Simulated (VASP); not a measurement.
# TiS2 (lda) (P-3m1) in VASP: a series of runs, part 2 of 2

VASP 6.6.1. Earlier steps stand in the parts before.

## Step 3: Single point, LDA

This run uses another cell than the first one, of 19.14 Å³/atom, 1.107 times its volume.

Contents of INCAR:

```
PREC = Accurate ; ENCUT = 500
EDIFF = 1E-6 ; ISMEAR = 0
SIGMA = 0.1 ; LREAL = F
LASPH = T ; NELM = 120
ALGO = Normal ; ISIF = 2
LWAVE = F ; LCHARG = F
NBANDS = 19 ; GGA_COMPAT = F
```

Contents of KPOINTS:

```
regular mesh
0
Gamma
  6 6 4
```

Contents of POSCAR:

```
TiS2
1.0
    3.4120000000      0.0000000000      0.0000000000
   -1.7060000000      2.9548786777      0.0000000000
    0.0000000000      0.0000000000      5.6950000000
Ti S
1 2
Direct
    0.0000000000      0.0000000000      0.0000000000
    0.3333333333      0.6666666667      0.2500000000
    0.6666666667      0.3333333333      0.7500000000
```

Potentials or basis: VASP PAW LDA potentials, release 64 (Ti_sv, S).

On the command line:

```bash
$ cat potpaw_LDA.64/Ti_sv/POTCAR potpaw_LDA.64/S/POTCAR > POTCAR
$ mpirun -np 1 vasp_std > vasp.out
```

OUTCAR:

```text
PREC = Accurate
   ENCUT = 500
   EDIFF = 1E-6
   ISMEAR = 0
   LREAL = F
   LASPH = T
   NELM = 120
   ISIF = 2

 ion  position               nearest neighbor table
   1  0.000  0.000  0.000-   2 2.43   3 2.43   2 2.43   3 2.43   3 2.43   2 2.43
   2  0.333  0.667  0.250-   1 2.43   1 2.43   1 2.43
   3  0.667  0.333  0.750-   1 2.43   1 2.43   1 2.43

  LATTYP: Found a hexagonal cell.
 ALAT       =     3.4120000000
 C/A-ratio  =     1.6691090270

  Lattice vectors:

 A1 = (   3.4120000000,   0.0000000000,   0.0000000000)
 A2 = (  -1.7060000000,   2.9548786777,   0.0000000000)
 A3 = (   0.0000000000,   0.0000000000,   5.6950000000)

Analysis of symmetry for initial positions (statically):
=====================================================================
 Subroutine PRICEL returns:
 Original cell was already a primitive cell.

 Routine SETGRP: Setting up the symmetry group for a
 hexagonal supercell.

 Subroutine GETGRP returns: Found 12 space group operations
 (whereof 12 operations were pure point group operations)
 out of a pool of 24 trial point group operations.

The static configuration has the point symmetry D_3d.

Analysis of symmetry for dynamics (positions and initial velocities):
=====================================================================
 Subroutine PRICEL returns:
 Original cell was already a primitive cell.

 Routine SETGRP: Setting up the symmetry group for a
 hexagonal supercell.

 Subroutine GETGRP returns: Found 12 space group operations
 (whereof 12 operations were pure point group operations)
 out of a pool of 24 trial point group operations.

The dynamic configuration has the point symmetry D_3d.

 Subroutine INISYM returns: Found 12 space group operations
 (whereof 12 operations are pure point group operations),
 and found     1 'primitive' translations

----------------------------------------------------------------------------------------

                                     Primitive cell

  volume of cell :      57.4173

  direct lattice vectors                    reciprocal lattice vectors
     3.412000000  0.000000000  0.000000000     0.293083236  0.169211685  0.000000000
    -1.706000000  2.954878678  0.000000000     0.000000000  0.338423370  0.000000000
     0.000000000  0.000000000  5.695000000     0.000000000  0.000000000  0.175592625

  length of vectors
     3.412000000  3.412000000  5.695000000     0.338423370  0.338423370  0.175592625

  position of ions in fractional coordinates (direct lattice)
     0.000000000  0.000000000  0.000000000
     0.333333333  0.666666667  0.250000000
     0.666666667  0.333333333  0.750000000

  ion indices of the primitive-cell ions
   primitive index   ion index
                 1           1
                 2           2
                 3           3

----------------------------------------------------------------------------------------

 KPOINTS: regular mesh

Automatic generation of k-mesh.
 Grid dimensions read from file:
 generate k-points for:    6    6    4

 Generating k-lattice:

  Cartesian coordinates                     Fractional coordinates (reciprocal lattice)
     0.048847206  0.028201947  0.000000000     0.166666667  0.000000000  0.000000000
     0.000000000  0.056403895  0.000000000     0.000000000  0.166666667  0.000000000
     0.000000000  0.000000000  0.043898156     0.000000000  0.000000000  0.250000000

  Length of vectors
     0.056403895  0.056403895  0.043898156

  Shift w.r.t. Gamma in fractional coordinates (k-lattice)
     0.000000000  0.000000000  0.000000000

 Subroutine IBZKPT returns following result:
 ===========================================

 Found     24 irreducible k-points:

 Following reciprocal coordinates:
            Coordinates               Weight
  0.000000  0.000000  0.000000      1.000000
  0.166667 -0.000000  0.000000      6.000000
  0.333333 -0.000000  0.000000      6.000000
  0.500000  0.000000  0.000000      3.000000
  0.166667  0.166667  0.000000      6.000000
  0.333333  0.166667  0.000000     12.000000
[... 16 lines left out ...]
  0.333333  0.166667  0.500000     12.000000
  0.333333  0.333333  0.500000      2.000000
   k-points           NKPTS =     24   k-points in BZ     NKDIM =     24   number of bands    NBANDS=     19
   number of dos      NEDOS =    301   number of ions     NIONS =      3
   total plane-waves  NPLWV =  32928
   dimension x,y,z NGX =    28 NGY =   28 NGZ =   42
   dimension x,y,z NGXF=    56 NGYF=   56 NGZF=   84
   ions per type =               1   2
   NGX,Y,Z   is equivalent  to a cutoff of  13.64, 13.64, 12.26 a.u.
   NGXF,Y,Z  is equivalent  to a cutoff of  27.29, 27.29, 24.52 a.u.
 SYSTEM =  unknown system
   PREC   = accura    normal or accurate (medium, high low for compatibility)
   ISTART =      0    job   : 0-new  1-cont  2-samecut
   ICHARG =      2    charge: 1-file 2-atom 10-const
   ISPIN  =      1    spin polarized calculation?
   LNONCOLLINEAR =      F non collinear calculations
   LSORBIT =      F    spin-orbit coupling
   LASPH  =      T    aspherical Exc in radial PAW
   ENCUT  =  500.0 eV  36.75 Ry    6.06 a.u.   6.22  6.22 10.38*2*pi/ulx,y,z
   NELM   =    120;   NELMIN=  2; NELMDL= -5     # of ELM steps
   EDIFF  = 0.1E-05   stopping-criterion for ELM
   LREAL  =      F    real-space projection
   EDIFFG = 0.1E-04   stopping-criterion for IOM
   NSW    =      0    number of steps for IOM
   IBRION =     -1    ionic relax: 0-MD 1-quasi-New 2-CG
   NFREE  =      0    steps in history (QN), initial steepest desc. (CG)
   ISIF   =      2    stress and relaxation
   ISYM   =      2    0-nonsym 1-usesym 2-fastsym
   POTIM  = 0.5000    time-step for ionic-motion
   TEBEG  =    0.0;   TEEND  =   0.0 temperature during run
   PSTRESS=    0.0 pullay stress
   NELECT =      24.0000    total number of electrons
   NUPDOWN=      -1.0000    fix difference up-down
   EMIN   =  10.00;   EMAX   =-10.00  energy-range for DOS
   EFERMI =   0.00;   METHOD = LEGACY
   ISMEAR =     0;   SIGMA  =   0.10  broadening in eV -4-tet -1-fermi 0-gaus
   EFERMI_NEDOS =   21; number of points for ismear=-14 and -15
   IALGO  =     38    algorithm
   IMIX   =      4    mixing-type and parameters
     AMIX     =   0.40;   BMIX     =  1.00
     AMIX_MAG =   1.60;   BMIX_MAG =  1.00
  volume/ion in A,a.u.               =      19.14       129.16
  Fermi-wavevector in a.u.,A,eV,Ry     =   1.224046  2.313112 20.385458  1.498289
  Thomas-Fermi vector in A             =   2.359135
   LORBIT       =      0    0 simple, 1 ext, 2 COOP (PROOUT), +10 PAW based schemes
   GGA     = CA    functional components
   LHFCALC =     F    Hartree Fock is set to
   AEXX    =    0.0000 exact exchange contribution
   IVDW    =     0    specifies the selected vdW correction
   LEPSILON=     F    determine dielectric tensor
   LRPA    =     F    only Hartree local field effects (RPA)
 non-spin polarized calculation
 Gauss-broadening in eV      SIGMA  =   0.10
  energy-cutoff  :      500.00
  volume of cell :       57.42
 maximum number of plane-waves:      1472
 NGX is ok and might be reduce to    28
   NGX = 13   NGY = 13   NGZ = 21

 number of electron      23.9999999 magnetization

 Free energy of the ion-electron system (eV)
  ---------------------------------------------------
  ext. energy  EPLUGINS =         0.00000000
  ---------------------------------------------------
  free energy    TOTEN  =       -21.92018995 eV

  energy without entropy =      -21.91419559  energy(sigma->0) =      -21.91719277

 E-fermi :   5.2562     XC(G=0): -10.4414

 val. band max:        5.1767706744   @ k =   0.0000   0.0000   0.5000
 cond. band min:       5.2601947911   @ k =   0.0000   0.0000   0.0000
 fundamental gap:      0.0834241168
 Fermi energy:         5.2562430837

 k-point     1 :       0.0000    0.0000    0.0000
  band No.  band energies     occupation
      1     -51.6675      2.00000
      2     -28.2856      2.00000
      3     -28.2397      2.00000
      4     -28.2397      2.00000
      5      -8.4247      2.00000
      6      -6.7202      2.00000
[... 11 lines left out ...]
     18      11.2127      0.00000
     19      11.8722      0.00000
[... 485 lines left out ...]
 k-point    24 :       0.3333    0.3333    0.5000
  band No.  band energies     occupation
      1     -51.6531      2.00000
      2     -28.3321      2.00000
      3     -28.3321      2.00000
      4     -28.2559      2.00000
      5      -6.5149      2.00000
      6      -6.5149      2.00000
[... 11 lines left out ...]
     18      12.9279      0.00000
     19      12.9279      0.00000

------------------------ aborting loop because EDIFF is reached ----------------------------------------

  FORCE on cell =-STRESS in cart. coord.  units (eV):
  Direction    XX          YY          ZZ          XY          YZ          ZX
  --------------------------------------------------------------------------------------
  -------------------------------------------------------------------------------------
  Total       -2.4174945     -2.4174945     -1.8094036      0.0000000      0.0000000     -0.0000000
  in kB      -67.4580314    -67.4580314    -50.4897972      0.0000000      0.0000000     -0.0000000
  external PRESSURE =     -61.8019533 kB  Pullay stress =       0.0000000 kB

 VOLUME and BASIS-vectors are now :
 -----------------------------------------------------------------------------
  energy-cutoff  :      500.00
  volume of cell :       57.42
      direct lattice vectors                 reciprocal lattice vectors
     3.412000000  0.000000000  0.000000000     0.293083236  0.169211685  0.000000000
    -1.706000000  2.954878678  0.000000000     0.000000000  0.338423370  0.000000000
     0.000000000  0.000000000  5.695000000     0.000000000  0.000000000  0.175592625

 POSITION                                       TOTAL-FORCE (eV/Angst)
 -----------------------------------------------------------------------------------
      0.00000      0.00000      0.00000        -0.000000      0.000000      0.000000
     -0.00000      1.96992      1.42375         0.000000      0.000000     -0.398423
      1.70600      0.98496      4.27125        -0.000000     -0.000000      0.398423
 -----------------------------------------------------------------------------------
    total drift:                               -0.000000     -0.000000     -0.000000

  FREE ENERGIE OF THE ION-ELECTRON SYSTEM (eV)
  ---------------------------------------------------
  free  energy   TOTEN  =       -21.9201899486 eV

  energy  without entropy=      -21.9141955930  energy(sigma->0) =      -21.91719277
```

OSZICAR:

```text
N       E                     dE             d eps       ncg     rms          rms(c)
DAV:   1     0.208460670189E+03    0.20846E+03   -0.11197E+04   912   0.122E+03
DAV:   2    -0.463460642180E+01   -0.21310E+03   -0.20539E+03   951   0.334E+02
DAV:   3    -0.249537609025E+02   -0.20319E+02   -0.19841E+02  1318   0.984E+01
DAV:   4    -0.256844035936E+02   -0.73064E+00   -0.72868E+00  1215   0.176E+01
DAV:   5    -0.257065562928E+02   -0.22153E-01   -0.22144E-01  1317   0.294E+00    0.143E+01
DAV:   6    -0.232349247913E+02    0.24716E+01   -0.30527E+01  1070   0.442E+01    0.111E+01
DAV:   7    -0.222697181540E+02    0.96521E+00   -0.18852E+01  1144   0.304E+01    0.600E+00
DAV:   8    -0.219848937984E+02    0.28482E+00   -0.29022E+00  1103   0.134E+01    0.267E+00
DAV:   9    -0.219199565609E+02    0.64937E-01   -0.41034E-01  1140   0.505E+00    0.550E-01
DAV:  10    -0.219204698390E+02   -0.51328E-03   -0.12363E-02  1060   0.852E-01    0.375E-01
DAV:  11    -0.219214165823E+02   -0.94674E-03   -0.32516E-03  1114   0.313E-01    0.286E-01
DAV:  12    -0.219201805743E+02    0.12360E-02   -0.56545E-03  1296   0.493E-01    0.654E-02
DAV:  13    -0.219202197373E+02   -0.39163E-04   -0.27288E-04  1053   0.124E-01    0.492E-02
DAV:  14    -0.219201900862E+02    0.29651E-04   -0.10927E-04  1090   0.872E-02    0.883E-03
DAV:  15    -0.219201899486E+02    0.13760E-06   -0.69303E-06  1051   0.146E-02
   1 F= -.21920190E+02 E0= -.21917193E+02  d E =-.599436E-02
```

stdout:

```text
POSCAR found type information on POSCAR TiS
 POSCAR found :  2 types and       3 ions
 scaLAPACK will be used
 LDA part: xc-table for (Slater(with rela. corr.)+CA(PZ))
 , standard interpolation
 POSCAR, INCAR and KPOINTS ok, starting setup
 FFT: planning ... GRIDC
 FFT: planning ... GRID_SOFT
 FFT: planning ... GRID
 WAVECAR not read
 entering main loop
```

Wall time 14 s (1 thread of Intel Xeon 6975P-C (Granite Rapids), shared host); peak memory 0.16 GiB.

What came out:

```yaml
Free_energy: -21.9202 eV
Pressure: -6.2 GPa
Largest_force: 0.398 eV/Å
Band_gap_on_the_k_mesh: zero (band 12 reaches 5.36 eV, above the bottom of band 13 at 5.13 eV)
```

Forces in eV/Å, atoms in the order of the input:
```
Ti   0.000  0.000  0.000
S    0.000  0.000 -0.398
S    0.000  0.000  0.398
```

Stress tensor (GPa, compression positive):
```
-6.75  0.00  0.00
 0.00 -6.75  0.00
 0.00  0.00 -5.05
```
